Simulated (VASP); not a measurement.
# MgCd3Se4 (Im-3m) in VASP: single point with PBE

Aim: the single point of MgCd3Se4 with PBE.

Everything below comes from runs of VASP 6.6.1. Logs are shortened: lines on timing, memory, paths and dates and some standing lists are left out, and cuts for length are marked.

## (1) The cell of the first run

It takes space group Im-3m (No. 229, cubic). The conventional cell has a = 7.109 Å, b = 7.109 Å, c = 7.109 Å, α = 90.00°, β = 90.00°, γ = 90.00°. Within 4.1 Å of Mg (site symmetry m-3m) lie 8 Se at 3.08 Å and 6 Cd at 3.55 Å. Cd (site symmetry 4/mmm) has 8 Se at 3.08 Å and 2 Mg at 3.55 Å and 4 Cd at 3.55 Å within 4.1 Å. Within 4.1 Å of Se (site symmetry -3m) lie 2 Mg at 3.08 Å and 6 Cd at 3.08 Å and 6 Se at 3.55 Å.

## (2) Single point, PBE

INCAR reads:

```
SYSTEM = MgCd3Se4
PREC = Accurate
ENCUT = 600
EDIFF = 1E-6
ISMEAR = 0
SIGMA = 0.15
LREAL = .False.
LASPH = .True.
NELM = 120
ALGO = Normal
ISIF = 2
LWAVE = .False.
LCHARG = .True.
GGA = PE
LELF = .True.
LVHAR = .True.
NBANDS = 41
GGA_COMPAT = .False.
```

KPOINTS reads:

```
Automatic mesh
0
Gamma
  2 2 2
  0 0 0
```

POSCAR reads:

```
MgCd3Se4
1.0
   -3.5545389924      3.5545389924      3.5545389924
    3.5545389924     -3.5545389924      3.5545389924
    3.5545389924      3.5545389924     -3.5545389924
Mg Cd Se
1 3 4
Direct
    0.0000000000      0.0000000000      0.0000000000
    0.0000000000      0.5000000000      0.5000000000
    0.5000000000      0.0000000000      0.5000000000
    0.5000000000      0.5000000000      0.0000000000
    0.5000000000      0.5000000000      0.5000000000
    0.0000000000      0.0000000000      0.5000000000
    0.0000000000      0.5000000000      0.0000000000
    0.5000000000      0.0000000000      0.0000000000
```

Potentials or basis: VASP PAW PBE potentials, release 64 (Mg, Cd, Se).

Started as:

```console
$ cat potpaw_PBE.64/Mg/POTCAR potpaw_PBE.64/Cd/POTCAR potpaw_PBE.64/Se/POTCAR > POTCAR
$ mpirun -np 1 vasp_std > vasp.out
```

OUTCAR:

```text
SYSTEM = MgCd3Se4
   PREC = Accurate
   ENCUT = 600
   EDIFF = 1E-6
   ISMEAR = 0
   LREAL = .False.
   LASPH = .True.
   NELM = 120
   ISIF = 2
   GGA = PE

 ion  position               nearest neighbor table
   1  0.000  0.000  0.000-   5 3.08   6 3.08   7 3.08   8 3.08   6 3.08   7 3.08   8 3.08   5 3.08
                             4 3.55   2 3.55   2 3.55   3 3.55   4 3.55   3 3.55
   2  0.000  0.500  0.500-   5 3.08   6 3.08   7 3.08   8 3.08   7 3.08   6 3.08   5 3.08   8 3.08
                             4 3.55   1 3.55   1 3.55   4 3.55   3 3.55   3 3.55
   3  0.500  0.000  0.500-   5 3.08   6 3.08   7 3.08   8 3.08   8 3.08   5 3.08   6 3.08   7 3.08
                             4 3.55   4 3.55   1 3.55   1 3.55   2 3.55   2 3.55
   4  0.500  0.500  0.000-   5 3.08   6 3.08   7 3.08   8 3.08   5 3.08   8 3.08   7 3.08   6 3.08
                             3 3.55   3 3.55   1 3.55   2 3.55   1 3.55   2 3.55
   5  0.500  0.500  0.500-   1 3.08   2 3.08   3 3.08   4 3.08   4 3.08   3 3.08   2 3.08   1 3.08

   6  0.000  0.000  0.500-   1 3.08   2 3.08   3 3.08   4 3.08   1 3.08   2 3.08   3 3.08   4 3.08

   7  0.000  0.500  0.000-   1 3.08   2 3.08   3 3.08   4 3.08   2 3.08   1 3.08   4 3.08   3 3.08

   8  0.500  0.000  0.000-   1 3.08   2 3.08   3 3.08   4 3.08   3 3.08   4 3.08   1 3.08   2 3.08

  LATTYP: Found a body centered cubic cell.
 ALAT       =     7.1090779848

  Lattice vectors:

 A1 = (  -3.5545389924,   3.5545389924,   3.5545389924)
 A2 = (   3.5545389924,  -3.5545389924,   3.5545389924)
 A3 = (   3.5545389924,   3.5545389924,  -3.5545389924)

Analysis of symmetry for initial positions (statically):
=====================================================================
 Subroutine PRICEL returns:
 Original cell was already a primitive cell.

 Routine SETGRP: Setting up the symmetry group for a
 body centered cubic supercell.

 Subroutine GETGRP returns: Found 48 space group operations
 (whereof 48 operations were pure point group operations)
 out of a pool of 48 trial point group operations.

The static configuration has the point symmetry O_h .

Analysis of symmetry for dynamics (positions and initial velocities):
=====================================================================
 Subroutine PRICEL returns:
 Original cell was already a primitive cell.

 Routine SETGRP: Setting up the symmetry group for a
 body centered cubic supercell.

 Subroutine GETGRP returns: Found 48 space group operations
 (whereof 48 operations were pure point group operations)
 out of a pool of 48 trial point group operations.

The dynamic configuration has the point symmetry O_h .

 Subroutine INISYM returns: Found 48 space group operations
 (whereof 48 operations are pure point group operations),
 and found     1 'primitive' translations

----------------------------------------------------------------------------------------

                                     Primitive cell

  volume of cell :     179.6428

  direct lattice vectors                    reciprocal lattice vectors
    -3.554538992  3.554538992  3.554538992     0.000000000  0.140665217  0.140665217
     3.554538992 -3.554538992  3.554538992     0.140665217  0.000000000  0.140665217
     3.554538992  3.554538992 -3.554538992     0.140665217  0.140665217  0.000000000

  length of vectors
     6.156642132  6.156642132  6.156642132     0.198930658  0.198930658  0.198930658

  position of ions in fractional coordinates (direct lattice)
     0.000000000  0.000000000  0.000000000
     0.000000000  0.500000000  0.500000000
     0.500000000  0.000000000  0.500000000
     0.500000000  0.500000000  0.000000000
     0.500000000  0.500000000  0.500000000
     0.000000000  0.000000000  0.500000000
     0.000000000  0.500000000  0.000000000
     0.500000000  0.000000000  0.000000000

  ion indices of the primitive-cell ions
   primitive index   ion index
                 1           1
                 2           2
                 3           3
                 4           4
                 5           5
                 6           6
                 7           7
                 8           8

----------------------------------------------------------------------------------------

 KPOINTS: Automatic mesh

Automatic generation of k-mesh.
 Grid dimensions read from file:
 generate k-points for:    2    2    2

 Generating k-lattice:

  Cartesian coordinates                     Fractional coordinates (reciprocal lattice)
     0.000000000  0.070332609  0.070332609     0.500000000  0.000000000  0.000000000
     0.070332609  0.000000000  0.070332609     0.000000000  0.500000000  0.000000000
     0.070332609  0.070332609  0.000000000     0.000000000  0.000000000  0.500000000

  Length of vectors
     0.099465329  0.099465329  0.099465329

  Shift w.r.t. Gamma in fractional coordinates (k-lattice)
     0.000000000  0.000000000  0.000000000

 Subroutine IBZKPT returns following result:
 ===========================================

 Found      3 irreducible k-points:

 Following reciprocal coordinates:
            Coordinates               Weight
  0.000000  0.000000  0.000000      1.000000
  0.500000  0.000000  0.000000      6.000000
  0.500000  0.500000  0.500000      1.000000
   k-points           NKPTS =      3   k-points in BZ     NKDIM =      3   number of bands    NBANDS=     41
   number of dos      NEDOS =    301   number of ions     NIONS =      8
   total plane-waves  NPLWV = 125000
   dimension x,y,z NGX =    50 NGY =   50 NGZ =   50
   dimension x,y,z NGXF=   100 NGYF=  100 NGZF=  100
   ions per type =               1   3   4
   NGX,Y,Z   is equivalent  to a cutoff of  13.50, 13.50, 13.50 a.u.
   NGXF,Y,Z  is equivalent  to a cutoff of  27.00, 27.00, 27.00 a.u.
 SYSTEM =  MgCd3Se4
   PREC   = accura    normal or accurate (medium, high low for compatibility)
   ISTART =      0    job   : 0-new  1-cont  2-samecut
   ICHARG =      2    charge: 1-file 2-atom 10-const
   ISPIN  =      1    spin polarized calculation?
   LNONCOLLINEAR =      F non collinear calculations
   LSORBIT =      F    spin-orbit coupling
   LASPH  =      T    aspherical Exc in radial PAW
   ENCUT  =  600.0 eV  44.10 Ry    6.64 a.u.  12.30 12.30 12.30*2*pi/ulx,y,z
   NELM   =    120;   NELMIN=  2; NELMDL= -5     # of ELM steps
   EDIFF  = 0.1E-05   stopping-criterion for ELM
   LREAL  =      F    real-space projection
   EDIFFG = 0.1E-04   stopping-criterion for IOM
   NSW    =      0    number of steps for IOM
   IBRION =     -1    ionic relax: 0-MD 1-quasi-New 2-CG
   NFREE  =      0    steps in history (QN), initial steepest desc. (CG)
   ISIF   =      2    stress and relaxation
   ISYM   =      2    0-nonsym 1-usesym 2-fastsym
   POTIM  = 0.5000    time-step for ionic-motion
   TEBEG  =    0.0;   TEEND  =   0.0 temperature during run
   PSTRESS=    0.0 pullay stress
   NELECT =      62.0000    total number of electrons
   NUPDOWN=      -1.0000    fix difference up-down
   EMIN   =  10.00;   EMAX   =-10.00  energy-range for DOS
   EFERMI =   0.00;   METHOD = LEGACY
   ISMEAR =     0;   SIGMA  =   0.15  broadening in eV -4-tet -1-fermi 0-gaus
   EFERMI_NEDOS =   21; number of points for ismear=-14 and -15
   IALGO  =     38    algorithm
   IMIX   =      4    mixing-type and parameters
     AMIX     =   0.40;   BMIX     =  1.00
     AMIX_MAG =   1.60;   BMIX_MAG =  1.00
  volume/ion in A,a.u.               =      22.46       151.54
  Fermi-wavevector in a.u.,A,eV,Ry     =   1.148335  2.170039 17.941654  1.318674
  Thomas-Fermi vector in A             =   2.285011
   LORBIT       =      0    0 simple, 1 ext, 2 COOP (PROOUT), +10 PAW based schemes
   GGA     = PE    functional components
   LHFCALC =     F    Hartree Fock is set to
   AEXX    =    0.0000 exact exchange contribution
   IVDW    =     0    specifies the selected vdW correction
   LEPSILON=     F    determine dielectric tensor
   LRPA    =     F    only Hartree local field effects (RPA)
 non-spin polarized calculation
 Gauss-broadening in eV      SIGMA  =   0.15
  energy-cutoff  :      600.00
  volume of cell :      179.64
 maximum number of plane-waves:      6016
 NGX is ok and might be reduce to    50
   NGX = 25   NGY = 25   NGZ = 25

 number of electron      62.0000017 magnetization

 Free energy of the ion-electron system (eV)
  ---------------------------------------------------
  ext. energy  EPLUGINS =         0.00000000
  ---------------------------------------------------
  free energy    TOTEN  =       -19.37043102 eV

  energy without entropy =      -19.32054056  energy(sigma->0) =      -19.34548579

 E-fermi :   3.4987     XC(G=0): -10.1046

 val. band max:        3.4746434256   @ k =   0.5000   0.5000   0.5000
 cond. band min:       3.6188442902   @ k =   0.0000   0.0000   0.0000
 fundamental gap:      0.1442008645
 Fermi energy:         3.4987101358

 k-point     1 :       0.0000    0.0000    0.0000
  band No.  band energies     occupation
      1     -10.1339      2.00000
      2      -8.8322      2.00000
      3      -8.8322      2.00000
      4      -8.8322      2.00000
      5      -5.4290      2.00000
      6      -5.4290      2.00000
[... 33 lines left out ...]
     40      10.5384      0.00000
     41      10.5475      0.00000

 k-point     2 :       0.5000    0.0000    0.0000
  band No.  band energies     occupation
      1      -9.4579      2.00000
      2      -9.4168      2.00000
      3      -8.8308      2.00000
      4      -8.7673      2.00000
      5      -5.4198      2.00000
      6      -5.4100      2.00000
[... 33 lines left out ...]
     40       8.3431      0.00000
     41       8.4900      0.00000

 k-point     3 :       0.5000    0.5000    0.5000
  band No.  band energies     occupation
      1      -9.2753      2.00000
      2      -9.2753      2.00000
      3      -9.2753      2.00000
      4      -8.0596      2.00000
      5      -5.5015      2.00000
      6      -5.5015      2.00000
[... 33 lines left out ...]
     40       7.2788      0.00000
     41       8.1987      0.00000

------------------------ aborting loop because EDIFF is reached ----------------------------------------

  FORCE on cell =-STRESS in cart. coord.  units (eV):
  Direction    XX          YY          ZZ          XY          YZ          ZX
  --------------------------------------------------------------------------------------
  -------------------------------------------------------------------------------------
  Total       -0.0949750     -0.0949750     -0.0949750      0.0000000      0.0000000      0.0000000
  in kB       -0.8470517     -0.8470517     -0.8470517      0.0000000      0.0000000      0.0000000
  external PRESSURE =      -0.8470517 kB  Pullay stress =       0.0000000 kB

 VOLUME and BASIS-vectors are now :
 -----------------------------------------------------------------------------
  energy-cutoff  :      600.00
  volume of cell :      179.64
      direct lattice vectors                 reciprocal lattice vectors
    -3.554538992  3.554538992  3.554538992     0.000000000  0.140665217  0.140665217
     3.554538992 -3.554538992  3.554538992     0.140665217  0.000000000  0.140665217
     3.554538992  3.554538992 -3.554538992     0.140665217  0.140665217  0.000000000

 POSITION                                       TOTAL-FORCE (eV/Angst)
 -----------------------------------------------------------------------------------
      0.00000      0.00000      0.00000        -0.000000      0.000000     -0.000000
      3.55454      0.00000      0.00000        -0.000000      0.000000      0.000000
      0.00000      3.55454      0.00000         0.000000     -0.000000     -0.000000
      0.00000      0.00000      3.55454         0.000000     -0.000000      0.000000
      1.77727      1.77727      1.77727        -0.000000      0.000000     -0.000000
      1.77727      1.77727     -1.77727        -0.000000      0.000000     -0.000000
      1.77727     -1.77727      1.77727        -0.000000      0.000000     -0.000000
     -1.77727      1.77727      1.77727        -0.000000      0.000000     -0.000000
 -----------------------------------------------------------------------------------
    total drift:                                0.000000      0.000000     -0.000000

  FREE ENERGIE OF THE ION-ELECTRON SYSTEM (eV)
  ---------------------------------------------------
  free  energy   TOTEN  =       -19.3704310169 eV

  energy  without entropy=      -19.3205405596  energy(sigma->0) =      -19.34548579
```

Wall time 24 s (1 thread of Intel Xeon 6975P-C (Granite Rapids), shared host); peak memory 0.35 GiB.

Results:

```
Free energy            : -19.3704 eV
Pressure               : -0.1 GPa
Band gap on the k mesh : zero (band 31 reaches 3.47 eV, above the bottom of band 32 at 3.21 eV)
```

Caveat: the k points lie up to 0.62 Å⁻¹ apart.
